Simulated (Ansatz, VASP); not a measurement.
Ti3W2 in VASP and in Ansatz

Contents of INCAR:

```
PREC = Accurate
ENCUT = 520
EDIFF = 1E-6
ISMEAR = 0
SIGMA = 0.1
LREAL = False
LASPH = True
NELM = 100
ALGO = Fast
ISIF = 2
LWAVE = False
LCHARG = False
GGA = PE
NBANDS = 75
```

File KPOINTS:

```
regular mesh
0
Gamma
  6 6 1
```

POSCAR

```
Ti3W2
1.0
    2.8179692000      0.0000000000      0.0000000000
   -1.4089846000      2.4404329100      0.0000000000
    0.0000000000      0.0000000000     22.5250105400
Ti W
6 4
Direct
    0.3333333300      0.6666666700      0.0500000000
    0.3333333300      0.6666666700      0.2500000000
    0.3333333300      0.6666666700      0.4500000000
    0.6666666700      0.3333333300      0.9500000000
    0.6666666700      0.3333333300      0.5500000000
    0.6666666700      0.3333333300      0.7500000000
    0.3333333300      0.6666666700      0.8500000000
    0.3333333300      0.6666666700      0.6500000000
    0.6666666700      0.3333333300      0.1500000000
    0.6666666700      0.3333333300      0.3500000000
```

Input for Ansatz:

```yaml
crystal:
  lattice:
    - [2.8179692, 0.0, 0.0]
    - [-1.4089846, 2.44043291, 0.0]
    - [0.0, 0.0, 22.52501054]
  atoms:
    - { symbol: Ti, position: [0.33333333, 0.66666667, 0.05] }
    - { symbol: Ti, position: [0.33333333, 0.66666667, 0.25] }
    - { symbol: Ti, position: [0.33333333, 0.66666667, 0.45] }
    - { symbol: Ti, position: [0.66666667, 0.33333333, 0.95] }
    - { symbol: Ti, position: [0.66666667, 0.33333333, 0.55] }
    - { symbol: Ti, position: [0.66666667, 0.33333333, 0.75] }
    - { symbol: W, position: [0.33333333, 0.66666667, 0.85] }
    - { symbol: W, position: [0.33333333, 0.66666667, 0.65] }
    - { symbol: W, position: [0.66666667, 0.33333333, 0.15] }
    - { symbol: W, position: [0.66666667, 0.33333333, 0.35] }
basis:
  ecutwfc: 420
kpoints:
  mp_grid: { grid: [6, 6, 1] }
hamiltonian:
  xc: pbe
scf:
  occupations: { method: gaussian, width: 0.1 }
  lower_state_search: "off"
output:
  forces: true
  stress: true
  eigenvalues: true
```

Alike in both runs: task single point; functional PBE; k mesh 6 × 6 × 1; occupations gaussian, width 0.1 eV; no spin polarisation.

```csv
,VASP,Ansatz
version,VASP 6.6.1,Ansatz 0.2.0
potentials or method,"VASP PAW PBE potentials, release 64 (Ti_sv, W_sv), cutoff 520 eV","scalar-relativistic, plane waves, PAW"
valence electrons in the cell,128,128
```

VASP gave:

| Property | Result |
| --- | --- |
| gap on the k mesh at the Fermi level (eV) | none |
| pressure (GPa) | 15.3 |
| traceless stress, the component that is largest in VASP (GPa) | 4.70 |
| rms of the force components (eV/Å) | 0.132 |

**Question.** What did Ansatz give for the same quantities?

**Answer.** gap on the k mesh at the Fermi level (eV): none; pressure (GPa): 15.3; traceless stress, the component that is largest in VASP (GPa): 4.69; rms of the force components (eV/Å): 0.125.

Atom by atom the forces differ by 0.006 eV/Å (rms over components). A gap of «none» marks a metal or a gap that the smearing closes.

The k mesh is coarse, so the values compare programs but aren't converged. Spin-orbit coupling is off throughout.
